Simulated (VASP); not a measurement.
Zn, 2 atoms in the cell. The structure is hexagonal, space group P6_3/mmc (No. 194). Conventional cell: a = 2.550 Å, b = 2.550 Å, c = 4.865 Å, α = 90.00°, β = 90.00°, γ = 120.00°. Within 3.4 Å of Zn (site symmetry -6m2) lie 12 Zn at 2.55 to 2.84 Å. 

```yaml
Program: VASP 6.6.1
Task: single point
Functional: LDA
Potentials_or_basis: VASP PAW LDA potentials, release 64 (Zn)
Cutoff: 520 eV
k_mesh: 15 × 15 × 8
Occupations: fermi-dirac, width 0.15 eV
Spin: no spin polarisation
Dipole_correction: no
Further_INCAR_settings: ALGO = Fast; EDIFF = 1e-06; NBANDS = 19
```

Potentials or basis: VASP PAW LDA potentials, release 64 (Zn).

Command:

```bash
$ cat potpaw_LDA.64/Zn/POTCAR > POTCAR
$ mpirun -np 1 vasp_std > vasp.out
```

Hardware: 1 thread of Intel(R) Xeon(R) 6975P-C (Granite Rapids), with other jobs on the host.

Problem. How long does it take, and how much memory?

Solution. Wall time 22 s on 1 thread of Intel(R) Xeon(R) 6975P-C (Granite Rapids) (shared host), peak memory 0.17 GiB. Counts: scf iterations 12, k points 135.
